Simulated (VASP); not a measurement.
# Hg (Im-3m) in VASP: a series of runs, part 2 of 2

VASP 6.6.1. Earlier steps stand in the parts before.

### 3 Single point, PBE

This run uses another cell than the first one, of 22.99 Å³/atom.

INCAR reads:

```
PREC     = Accurate       # precision mode
ENCUT    = 520            # plane-wave cutoff, eV
EDIFF    = 1E-7           # SCF threshold, eV
ISMEAR   = 0              # smearing method
SIGMA    = 0.05           # smearing width, eV
LREAL    = F              # projectors in reciprocal space
LASPH    = T              # aspherical terms in the spheres
NELM     = 100            # most SCF steps
ALGO     = Fast           # electronic algorithm
ISIF     = 2              # what is computed and relaxed
LWAVE    = F              # write WAVECAR
LCHARG   = T              # write CHGCAR
GGA      = PE             # functional
LELF     = T              # ELF
LVHAR    = T            
NBANDS   = 12             # bands
```

KPOINTS reads:

```
regular mesh
0
Gamma
  8 8 8
```

POSCAR reads:

```
Hg
1.0
   -1.7913577498      1.7913577498      1.7913577498
    1.7913577498     -1.7913577498      1.7913577498
    1.7913577498      1.7913577498     -1.7913577498
Hg
1
Direct
    0.0000000000      0.0000000000      0.0000000000
```

Potentials or basis: VASP PAW PBE potentials, release 64 (Hg).

Started as:

```bash
> cat potpaw_PBE.64/Hg/POTCAR > POTCAR
> mpirun -np 1 vasp_std > vasp.out
```

OUTCAR:

```text
PREC = Accurate
   ENCUT = 520
   EDIFF = 1E-7
   ISMEAR = 0
   LREAL = F
   LASPH = T
   NELM = 100
   ISIF = 2
   GGA = PE

 ion  position               nearest neighbor table
   1  0.000  0.000  0.000-

  LATTYP: Found a body centered cubic cell.
 ALAT       =     3.5827154996

  Lattice vectors:

 A1 = (  -1.7913577498,   1.7913577498,   1.7913577498)
 A2 = (   1.7913577498,  -1.7913577498,   1.7913577498)
 A3 = (   1.7913577498,   1.7913577498,  -1.7913577498)

Analysis of symmetry for initial positions (statically):
=====================================================================
 Subroutine PRICEL returns:
 Original cell was already a primitive cell.

 Routine SETGRP: Setting up the symmetry group for a
 body centered cubic supercell.

 Subroutine GETGRP returns: Found 48 space group operations
 (whereof 48 operations were pure point group operations)
 out of a pool of 48 trial point group operations.

The static configuration has the point symmetry O_h .

Analysis of symmetry for dynamics (positions and initial velocities):
=====================================================================
 Subroutine PRICEL returns:
 Original cell was already a primitive cell.

 Routine SETGRP: Setting up the symmetry group for a
 body centered cubic supercell.

 Subroutine GETGRP returns: Found 48 space group operations
 (whereof 48 operations were pure point group operations)
 out of a pool of 48 trial point group operations.

The dynamic configuration has the point symmetry O_h .

 Subroutine INISYM returns: Found 48 space group operations
 (whereof 48 operations are pure point group operations),
 and found     1 'primitive' translations

----------------------------------------------------------------------------------------

                                     Primitive cell

  volume of cell :      22.9936

  direct lattice vectors                    reciprocal lattice vectors
    -1.791357750  1.791357750  1.791357750     0.000000000  0.279117893  0.279117893
     1.791357750 -1.791357750  1.791357750     0.279117893  0.000000000  0.279117893
     1.791357750  1.791357750 -1.791357750     0.279117893  0.279117893  0.000000000

  length of vectors
     3.102722637  3.102722637  3.102722637     0.394732309  0.394732309  0.394732309

  position of ions in fractional coordinates (direct lattice)
     0.000000000  0.000000000  0.000000000

  ion indices of the primitive-cell ions
   primitive index   ion index
                 1           1

----------------------------------------------------------------------------------------

 KPOINTS: regular mesh

Automatic generation of k-mesh.
 Grid dimensions read from file:
 generate k-points for:    8    8    8

 Generating k-lattice:

  Cartesian coordinates                     Fractional coordinates (reciprocal lattice)
     0.000000000  0.034889737  0.034889737     0.125000000  0.000000000  0.000000000
     0.034889737  0.000000000  0.034889737     0.000000000  0.125000000  0.000000000
     0.034889737  0.034889737  0.000000000     0.000000000  0.000000000  0.125000000

  Length of vectors
     0.049341539  0.049341539  0.049341539

  Shift w.r.t. Gamma in fractional coordinates (k-lattice)
     0.000000000  0.000000000  0.000000000

 Subroutine IBZKPT returns following result:
 ===========================================

 Found     29 irreducible k-points:

 Following reciprocal coordinates:
            Coordinates               Weight
  0.000000  0.000000  0.000000      1.000000
  0.125000  0.000000  0.000000     12.000000
  0.250000  0.000000  0.000000     12.000000
  0.375000  0.000000  0.000000     12.000000
  0.500000  0.000000  0.000000      6.000000
  0.125000  0.125000  0.000000     24.000000
[... 16 lines left out ...]
 -0.250000  0.250000  0.250000      6.000000
 -0.375000  0.375000  0.250000     24.000000
 [... further k-points ...]
   k-points           NKPTS =     29   k-points in BZ     NKDIM =     29   number of bands    NBANDS=     12
   number of dos      NEDOS =    301   number of ions     NIONS =      1
   total plane-waves  NPLWV =  13824
   dimension x,y,z NGX =    24 NGY =   24 NGZ =   24
   dimension x,y,z NGXF=    48 NGYF=   48 NGZF=   48
   ions per type =               1
   NGX,Y,Z   is equivalent  to a cutoff of  12.86, 12.86, 12.86 a.u.
   NGXF,Y,Z  is equivalent  to a cutoff of  25.72, 25.72, 25.72 a.u.
 SYSTEM =  unknown system
   PREC   = accura    normal or accurate (medium, high low for compatibility)
   ISTART =      0    job   : 0-new  1-cont  2-samecut
   ICHARG =      2    charge: 1-file 2-atom 10-const
   ISPIN  =      1    spin polarized calculation?
   LNONCOLLINEAR =      F non collinear calculations
   LSORBIT =      F    spin-orbit coupling
   LASPH  =      T    aspherical Exc in radial PAW
   ENCUT  =  520.0 eV  38.22 Ry    6.18 a.u.   5.77  5.77  5.77*2*pi/ulx,y,z
   NELM   =    100;   NELMIN=  2; NELMDL= -5     # of ELM steps
   EDIFF  = 0.1E-06   stopping-criterion for ELM
   LREAL  =      F    real-space projection
   EDIFFG = 0.1E-05   stopping-criterion for IOM
   NSW    =      0    number of steps for IOM
   IBRION =     -1    ionic relax: 0-MD 1-quasi-New 2-CG
   NFREE  =      0    steps in history (QN), initial steepest desc. (CG)
   ISIF   =      2    stress and relaxation
   ISYM   =      2    0-nonsym 1-usesym 2-fastsym
   POTIM  = 0.5000    time-step for ionic-motion
   TEBEG  =    0.0;   TEEND  =   0.0 temperature during run
   PSTRESS=    0.0 pullay stress
   NELECT =      12.0000    total number of electrons
   NUPDOWN=      -1.0000    fix difference up-down
   EMIN   =  10.00;   EMAX   =-10.00  energy-range for DOS
   EFERMI =   0.00;   METHOD = LEGACY
   ISMEAR =     0;   SIGMA  =   0.05  broadening in eV -4-tet -1-fermi 0-gaus
   EFERMI_NEDOS =   21; number of points for ismear=-14 and -15
   IALGO  =     68    algorithm
   IMIX   =      4    mixing-type and parameters
     AMIX     =   0.40;   BMIX     =  1.00
     AMIX_MAG =   1.60;   BMIX_MAG =  1.00
  volume/ion in A,a.u.               =      22.99       155.17
  Fermi-wavevector in a.u.,A,eV,Ry     =   1.318053  2.490759 23.636913  1.737264
  Thomas-Fermi vector in A             =   2.448050
   LORBIT       =      0    0 simple, 1 ext, 2 COOP (PROOUT), +10 PAW based schemes
   GGA     = PE    functional components
   LHFCALC =     F    Hartree Fock is set to
   AEXX    =    0.0000 exact exchange contribution
   IVDW    =     0    specifies the selected vdW correction
   LEPSILON=     F    determine dielectric tensor
   LRPA    =     F    only Hartree local field effects (RPA)
 non-spin polarized calculation
 RMM-DIIS sequential band-by-band and
 Gauss-broadening in eV      SIGMA  =   0.05
  energy-cutoff  :      520.00
  volume of cell :       22.99
 maximum number of plane-waves:       632
   NGX = 11   NGY = 11   NGZ = 11

 number of electron      12.0000001 magnetization

 Free energy of the ion-electron system (eV)
  ---------------------------------------------------
  ext. energy  EPLUGINS =         0.00000000
  ---------------------------------------------------
  free energy    TOTEN  =        -0.08254104 eV

  energy without entropy =       -0.08211951  energy(sigma->0) =       -0.08233027

 E-fermi :   2.7175     XC(G=0): -11.0028

 val. band max:        2.5988398012   @ k =   0.5000   0.5000   0.2500
 cond. band min:       2.7287135584   @ k =  -0.3750  -0.3750   0.1250
 fundamental gap:      0.1298737572
 Fermi energy:         2.7175031789

 k-point     1 :       0.0000    0.0000    0.0000
  band No.  band energies     occupation
      1      -6.2912      2.00000
      2      -4.2400      2.00000
      3      -4.2400      2.00000
      4      -4.2400      2.00000
      5      -3.2958      2.00000
      6      -3.2958      2.00000
      7      18.2421      0.00000
      8      18.2421      0.00000
      9      18.2421      0.00000
     10      19.6499      0.00000
     11      19.6499      0.00000
     12      19.6499      0.00000
[... 331 lines left out ...]
 k-point    24 :      -0.3750    0.3750    0.2500
  band No.  band energies     occupation
      1      -4.5272      2.00000
      2      -4.2949      2.00000
      3      -3.8317      2.00000
      4      -3.5575      2.00000
      5      -2.9869      2.00000
      6       0.0840      2.00000
      7       7.2047      0.00000
      8      10.0130      0.00000
      9      11.7113      0.00000
     10      15.0624      0.00000
     11      20.2741      0.00000
     12      23.3500      0.00000

 [... further k-points ...]

------------------------ aborting loop because EDIFF is reached ----------------------------------------

  FORCE on cell =-STRESS in cart. coord.  units (eV):
  Direction    XX          YY          ZZ          XY          YZ          ZX
  --------------------------------------------------------------------------------------
  -------------------------------------------------------------------------------------
  Total        1.0893681      1.0893681      1.0893681     -0.0000000     -0.0000000      0.0000000
  in kB       75.9063788     75.9063788     75.9063788     -0.0000000     -0.0000000      0.0000000
  external PRESSURE =      75.9063788 kB  Pullay stress =       0.0000000 kB

 VOLUME and BASIS-vectors are now :
 -----------------------------------------------------------------------------
  energy-cutoff  :      520.00
  volume of cell :       22.99
      direct lattice vectors                 reciprocal lattice vectors
    -1.791357750  1.791357750  1.791357750     0.000000000  0.279117893  0.279117893
     1.791357750 -1.791357750  1.791357750     0.279117893  0.000000000  0.279117893
     1.791357750  1.791357750 -1.791357750     0.279117893  0.279117893  0.000000000

 POSITION                                       TOTAL-FORCE (eV/Angst)
 -----------------------------------------------------------------------------------
      0.00000      0.00000      0.00000        -0.000000     -0.000000      0.000000
 -----------------------------------------------------------------------------------
    total drift:                                0.000000      0.000000     -0.000000

  FREE ENERGIE OF THE ION-ELECTRON SYSTEM (eV)
  ---------------------------------------------------
  free  energy   TOTEN  =        -0.0825410397 eV

  energy  without entropy=       -0.0821195092  energy(sigma->0) =       -0.08233027
```

Run time: 3.1 s. Hardware: 1 thread of Intel Xeon 6975P-C (Granite Rapids), shared host; peak memory 0.14 GiB.

Results:

- Free energy: -0.0825 eV
- Pressure: 7.6 GPa
- Band gap on the k mesh: zero (bands 6 and 7 overlap by 4.64 eV)

Caveat: the cell stands under pressure; spin-orbit coupling is left out, which moves the levels of the heavy elements.

### 4 Single point, PBE (26.99 Å³/atom)

This run uses another cell than the first one, of 26.99 Å³/atom.

INCAR reads:

```
PREC = Accurate
ENCUT = 520
EDIFF = 1E-6
ISMEAR = 0
SIGMA = 0.05
LREAL = False
LASPH = True
NELM = 100
ALGO = Fast
ISIF = 2
LWAVE = False
LCHARG = True
GGA = PE
LELF = True
LVHAR = True
NBANDS = 12
```

KPOINTS reads:

```
Automatic mesh
0
Gamma
  8 8 8
```

POSCAR reads:

```
Hg
1.0
   -1.8895995302      1.8895995302      1.8895995302
    1.8895995302     -1.8895995302      1.8895995302
    1.8895995302      1.8895995302     -1.8895995302
Hg
1
Direct
    0.0000000000      0.0000000000      0.0000000000
```

Started as:

```bash
> cat potpaw_PBE.64/Hg/POTCAR > POTCAR
> mpirun -np 1 vasp_std > vasp.out
```

Wall time 2.9 s (1 thread of Intel Xeon 6975P-C (Granite Rapids), shared host); peak memory 0.14 GiB.

It converged, with:

```yaml
Free_energy: -0.1811 eV
Pressure: 1.4 GPa
Band_gap_on_the_k_mesh: zero (bands 6 and 7 overlap by 3.12 eV)
```

Levels at points of the mesh, in eV from the Fermi level:
```tsv
k point	band 4	band 5	band 6	band 7	band 8	band 9
(0.00, 0.00, 0.00)	-6.45	-5.76	-5.76	14.79	14.79	14.79
(0.50, 0.00, 0.00)	-5.73	-5.27	-1.28	-0.59	9.01	9.97
(0.50, 0.50, 0.50)	-5.38	-5.38	2.53	4.05	4.05	4.05
```

Caveat: spin-orbit coupling is left out, which moves the levels of the heavy elements.

### 5 The runs side by side

| level | cell | grid for exact exchange (PRECFOCK) | share of exact exchange | screening parameter | gap on the mesh (eV) | pressure (GPa) |
| --- | --- | --- | --- | --- | --- | --- |
| HSE06 | a = 3.301 Å, angles 109.5°, 1 atom | Normal | 0.25 | 0.2079 1/Å | none | 0.1 |
| PBE | a = 3.103 Å, angles 109.5°, 1 atom | - | - | - | none | 7.6 |
| PBE | a = 3.273 Å, angles 109.5°, 1 atom | - | - | - | none | 1.4 |

Alike in all rows: task single point; potentials or basis VASP PAW PBE potentials, release 64 (Hg); no spin polarisation; k mesh 8 × 8 × 8; cutoff (eV) 520; smearing gaussian 0.05 eV.

Caveats: spin-orbit coupling is left out, which moves the levels of the heavy elements; the PAW data sets were made with another functional, which shifts forces and pressure a little (at least some runs); the cell stands under pressure (at least some runs).

Total energies depend on the potentials used, so only differences within one code and one set of settings carry meaning.
